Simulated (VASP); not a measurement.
# TaN in VASP: notebook

The runs below take TaN through single point, with PBEsol.

Everything below comes from runs of VASP 6.6.1. Logs are shortened: lines on timing, memory, paths and dates and some standing lists are left out, and cuts for length are marked.

### 1 The cell of the first run

The typed cell holds 2 atoms: a = 3.183 Å, b = 3.183 Å, c = 3.047 Å, α = 90.00°, β = 58.66°, γ = 120.00°.

### 2 Single point, PBEsol

INCAR reads:

```
PREC = Accurate ; ENCUT = 520
EDIFF = 1E-6 ; ISMEAR = 0
SIGMA = 0.1 ; LREAL = F
LASPH = T ; NELM = 80
ALGO = Normal ; ISIF = 2
LWAVE = F ; LCHARG = T
GGA = PS ; LELF = T
LVHAR = T ; NBANDS = 15
ISYM = 0
```

KPOINTS reads:

```
Automatic mesh
0
Gamma
  12 12 14
```

POSCAR reads:

```
TaN
1.0
    3.1830748945     -0.0000015635     -0.0041520338
   -1.5915388012      2.7566260660      0.0000000000
    1.5883519138      0.9170354050      2.4337414526
Ta N
1 1
Direct
    0.0000000000      0.0000000000      0.0000000000
    0.0000000000      0.5000000000      0.5000000000
```

Potentials or basis: VASP PAW PBE potentials, release 64 (Ta_pv, N).

Launch:

```console
$ cat potpaw_PBE.64/Ta_pv/POTCAR potpaw_PBE.64/N/POTCAR > POTCAR
$ mpirun -np 1 vasp_std > vasp.out
```

OUTCAR:

```text
PREC = Accurate
   ENCUT = 520
   EDIFF = 1E-6
   ISMEAR = 0
   LREAL = F
   LASPH = T
   NELM = 80
   ISIF = 2
   GGA = PS
   ISYM = 0

 ion  position               nearest neighbor table
   1  0.000  0.000  0.000-   2 2.20   2 2.20   2 2.20   2 2.20   2 2.21   2 2.21
   2  0.000  0.500  0.500-   1 2.20   1 2.20   1 2.20   1 2.20   1 2.21   1 2.21

IMPORTANT INFORMATION: All symmetrisations will be switched off!
NOSYMM: (Re-)initialisation of all symmetry stuff for point group C_1.

----------------------------------------------------------------------------------------

                                     Primitive cell

  volume of cell :      21.3792

  direct lattice vectors                    reciprocal lattice vectors
     3.183074894 -0.000001563 -0.004152034     0.313805527  0.181175705 -0.273068507
    -1.591538801  2.756626066  0.000000000    -0.000177918  0.362659574 -0.136534254
     1.588351914  0.917035405  2.433741453     0.000535361  0.000309091  0.410424127

  length of vectors
     3.183077602  3.183077602  3.047443715     0.453723434  0.387509485  0.410424592

  position of ions in fractional coordinates (direct lattice)
     0.000000000  0.000000000  0.000000000
     0.000000000  0.500000000  0.500000000

  ion indices of the primitive-cell ions
   primitive index   ion index
                 1           1
                 2           2

----------------------------------------------------------------------------------------

 KPOINTS: Automatic mesh

Automatic generation of k-mesh.
 Grid dimensions read from file:
 generate k-points for:   12   12   14

 Generating k-lattice:

  Cartesian coordinates                     Fractional coordinates (reciprocal lattice)
     0.026150461  0.015097975 -0.022755709     0.083333333  0.000000000  0.000000000
    -0.000014827  0.030221631 -0.011377854     0.000000000  0.083333333  0.000000000
     0.000038240  0.000022078  0.029316009    -0.000000000  0.000000000  0.071428571

  Length of vectors
     0.037810286  0.032292457  0.029316042

  Shift w.r.t. Gamma in fractional coordinates (k-lattice)
     0.000000000  0.000000000  0.000000000

 Subroutine IBZKPT returns following result:
 ===========================================

 Found   1012 irreducible k-points:

 Following reciprocal coordinates:
            Coordinates               Weight
  0.000000  0.000000  0.000000      1.000000
  0.083333  0.000000  0.000000      2.000000
  0.166667  0.000000  0.000000      2.000000
  0.250000  0.000000  0.000000      2.000000
  0.333333  0.000000  0.000000      2.000000
[... 49 lines left out ...]
   NELECT =      16.0000    total number of electrons
   NUPDOWN=      -1.0000    fix difference up-down
   EMIN   =  10.00;   EMAX   =-10.00  energy-range for DOS
   EFERMI =   0.00;   METHOD = LEGACY
   ISMEAR =     0;   SIGMA  =   0.10  broadening in eV -4-tet -1-fermi 0-gaus
   EFERMI_NEDOS =   21; number of points for ismear=-14 and -15
   IALGO  =     38    algorithm
   IMIX   =      4    mixing-type and parameters
     AMIX     =   0.40;   BMIX     =  1.00
     AMIX_MAG =   1.60;   BMIX_MAG =  1.00
  volume/ion in A,a.u.               =      10.69        72.14
  Fermi-wavevector in a.u.,A,eV,Ry     =   1.486338  2.808772 30.058001  2.209201
  Thomas-Fermi vector in A             =   2.599637
   LORBIT       =      0    0 simple, 1 ext, 2 COOP (PROOUT), +10 PAW based schemes
   GGA     = PS    functional components
   LHFCALC =     F    Hartree Fock is set to
   AEXX    =    0.0000 exact exchange contribution
   IVDW    =     0    specifies the selected vdW correction
   LEPSILON=     F    determine dielectric tensor
   LRPA    =     F    only Hartree local field effects (RPA)
 non-spin polarized calculation
 Gauss-broadening in eV      SIGMA  =   0.10
  energy-cutoff  :      520.00
  volume of cell :       21.38
 maximum number of plane-waves:       587
   NGX = 11   NGY = 11   NGZ = 11

 number of electron      16.0000000 magnetization

 Free energy of the ion-electron system (eV)
  ---------------------------------------------------
  ext. energy  EPLUGINS =         0.00000000
  ---------------------------------------------------
  free energy    TOTEN  =       -23.18329207 eV

  energy without entropy =      -23.17941145  energy(sigma->0) =      -23.18135176

 E-fermi :   9.2937     XC(G=0): -13.5601

 val. band max:        9.2922883157   @ k =  -0.2500   0.4167   0.4286
 cond. band min:       9.2955903658   @ k =   0.0000   0.0833   0.4286
 fundamental gap:      0.0033020501
 Fermi energy:         9.2936945224

 k-point     1 :       0.0000    0.0000    0.0000
  band No.  band energies     occupation
      1     -26.4542      2.00000
      2     -26.4495      2.00000
      3     -26.3217      2.00000
      4      -9.4368      2.00000
      5       5.4467      2.00000
      6       5.4503      2.00000
      7       5.7952      2.00000
      8       6.8231      2.00000
      9       6.8253      2.00000
     10       7.8052      2.00000
     11       9.3852      0.19539
     12       9.4128      0.09209
     13      10.9583      0.00000
     14      18.7532      0.00000
[... 401 lines left out ...]
      2     -26.5585      2.00000
      3     -26.4781      2.00000
      4      -7.7983      2.00000
      5       0.8797      2.00000
      6       2.9100      2.00000
      7       3.8311      2.00000
      8       6.6762      2.00000
      9      10.4621      0.00000
     10      10.9878      0.00000
     11      12.1725      0.00000
     12      12.9333      0.00000
     13      16.6643      0.00000
     14      21.5028      0.00000
     15      21.8283      0.00000

 [... further k-points ...]

------------------------ aborting loop because EDIFF is reached ----------------------------------------

  FORCE on cell =-STRESS in cart. coord.  units (eV):
  Direction    XX          YY          ZZ          XY          YZ          ZX
  --------------------------------------------------------------------------------------
  -------------------------------------------------------------------------------------
  Total       -1.2752180     -1.2210729      0.1095796     -0.0468978      0.0019734      0.0034200
  in kB      -95.5659813    -91.5082976      8.2119948     -3.5145644      0.1478893      0.2562957
  external PRESSURE =     -59.6207614 kB  Pullay stress =       0.0000000 kB

 VOLUME and BASIS-vectors are now :
 -----------------------------------------------------------------------------
  energy-cutoff  :      520.00
  volume of cell :       21.38
      direct lattice vectors                 reciprocal lattice vectors
     3.183074894 -0.000001563 -0.004152034     0.313805527  0.181175705 -0.273068507
    -1.591538801  2.756626066  0.000000000    -0.000177918  0.362659574 -0.136534254
     1.588351914  0.917035405  2.433741453     0.000535361  0.000309091  0.410424127

 POSITION                                       TOTAL-FORCE (eV/Angst)
 -----------------------------------------------------------------------------------
      0.00000      0.00000      0.00000         0.000000     -0.000000     -0.000000
     -0.00159      1.83683      1.21687        -0.000000      0.000000      0.000000
 -----------------------------------------------------------------------------------
    total drift:                                0.000000      0.000000     -0.000000

  FREE ENERGIE OF THE ION-ELECTRON SYSTEM (eV)
  ---------------------------------------------------
  free  energy   TOTEN  =       -23.1832920658 eV

  energy  without entropy=      -23.1794114537  energy(sigma->0) =      -23.18135176
```

stdout:

```text
POSCAR found type information on POSCAR TaN
 POSCAR found :  2 types and       2 ions
 scaLAPACK will be used
 -----------------------------------------------------------------------------
|                                                                             |
|                                                                             |
|     You enforced a specific xc type in the INCAR file but a different       |
|     I HOPE YOU KNOW WHAT YOU ARE DOING!                                     |
|                                                                             |
 -----------------------------------------------------------------------------

 LDA part: xc-table for (Slater+PW92), standard interpolation
 POSCAR, INCAR and KPOINTS ok, starting setup
 FFT: planning ... GRIDC
 FFT: planning ... GRID_SOFT
 FFT: planning ... GRID
 WAVECAR not read
 entering main loop
```

It took 83 s on 1 thread of Intel Xeon 6975P-C (Granite Rapids), shared host; peak memory 0.42 GiB.

What came out:

```yaml
Free_energy: -23.1833 eV
Pressure: -6.0 GPa
Band_gap_on_the_k_mesh: zero (band 8 reaches 11.55 eV, above the bottom of band 9 at 6.83 eV)
```

Stress tensor (GPa, compression positive):
```
-9.56 -0.35  0.03
-0.35 -9.15  0.01
 0.03  0.01  0.82
```

Levels at points of the mesh, in eV from the Fermi level:
```tsv
k point	band 4	band 5	band 6	band 7	band 8	band 9	band 10	band 11	band 12	band 13
(0.00, 0.00, 0.00)	-18.73	-3.85	-3.84	-3.50	-2.47	-2.47	-1.49	0.09	0.12	1.66
(0.50, 0.00, 0.00)	-17.44	-6.62	-5.44	-4.75	-4.35	2.01	3.35	3.66	4.49	6.86
(0.00, 0.50, 0.00)	-15.73	-10.35	-7.66	-7.03	1.25	1.32	2.88	3.93	7.24	7.48
(0.50, 0.50, 0.00)	-15.73	-10.35	-7.66	-7.03	1.25	1.32	2.88	3.93	7.24	7.48
(0.00, 0.00, 0.50)	-15.54	-10.26	-7.90	-7.88	2.25	2.29	2.34	3.61	7.80	7.85
(0.50, 0.00, 0.50)	-15.73	-10.35	-7.68	-7.04	1.25	1.32	2.92	3.92	7.21	7.53
(0.00, 0.50, 0.50)	-17.43	-6.60	-5.44	-4.75	-4.37	2.00	3.33	3.66	4.49	6.88
(0.50, 0.50, 0.50)	-17.43	-6.60	-5.44	-4.75	-4.37	2.00	3.33	3.66	4.49	6.88
```

Caveat: the PAW data sets were made with another functional, which shifts forces and pressure a little; spin-orbit coupling is left out, which moves the levels of the heavy elements.

### 3 Single point, PBEsol

This run uses another cell than the first one, of 10.71 Å³/atom, 1.002 times its volume.

INCAR reads:

```
SYSTEM = TaN
ALGO = Normal
EDIFF = 1E-6
ENCUT = 520
GGA = PS
ISIF = 2
ISMEAR = 0
ISYM = 0
LASPH = .True.
LCHARG = .True.
LELF = .True.
LREAL = .False.
LVHAR = .True.
LWAVE = .False.
NBANDS = 15
NELM = 80
PREC = Accurate
SIGMA = 0.1
```

KPOINTS reads:

```
k-points
0
Gamma
  12 12 14
  0 0 0
```

POSCAR reads:

```
TaN
1.0
    3.1830776025      0.0000000000      0.0000000000
   -1.5915388012      2.7566260660      0.0000000000
    1.5915388012      0.9188753553      2.4417824879
Ta N
1 1
Direct
    0.0000000000      0.0000000000      0.0000000000
    0.0000000000      0.5000000000      0.5000000000
```

Potentials or basis: VASP PAW PBE potentials, release 64 (Ta_pv, N).

Launch:

```console
$ cat potpaw_PBE.64/Ta_pv/POTCAR potpaw_PBE.64/N/POTCAR > POTCAR
$ mpirun -np 1 vasp_std > vasp.out
```

Wall time 84 s (1 thread of Intel Xeon 6975P-C (Granite Rapids), shared host); peak memory 0.42 GiB.

It converged, with:

```
Free energy            : -23.1833 eV
Pressure               : -6.7 GPa
Band gap on the k mesh : zero (band 8 reaches 11.52 eV, above the bottom of band 9 at 6.82 eV)
```

Stress tensor (GPa, compression positive):
```
-9.96 -0.06 -0.50
-0.06 -9.89 -0.29
-0.50 -0.29 -0.20
```

Levels at points of the mesh, in eV from the Fermi level:
```tsv
k point	band 4	band 5	band 6	band 7	band 8	band 9	band 10	band 11	band 12	band 13
(0.00, 0.00, 0.00)	-18.72	-3.84	-3.84	-3.50	-2.45	-2.45	-1.51	0.10	0.10	1.63
(0.50, 0.00, 0.00)	-17.42	-6.60	-5.43	-4.75	-4.37	2.00	3.34	3.64	4.47	6.83
(0.00, 0.50, 0.00)	-15.73	-10.33	-7.65	-7.04	1.27	1.33	2.85	3.91	7.22	7.47
(0.50, 0.50, 0.00)	-15.73	-10.33	-7.65	-7.04	1.27	1.33	2.85	3.91	7.22	7.47
(0.00, 0.00, 0.50)	-15.55	-10.25	-7.87	-7.86	2.25	2.28	2.28	3.61	7.79	7.79
(0.50, 0.00, 0.50)	-15.73	-10.33	-7.65	-7.04	1.27	1.33	2.85	3.91	7.22	7.47
(0.00, 0.50, 0.50)	-17.42	-6.60	-5.43	-4.75	-4.37	2.00	3.33	3.64	4.47	6.83
(0.50, 0.50, 0.50)	-17.42	-6.60	-5.43	-4.75	-4.37	2.00	3.33	3.64	4.47	6.83
```

Caveat: the PAW data sets were made with another functional, which shifts forces and pressure a little; spin-orbit coupling is left out, which moves the levels of the heavy elements.
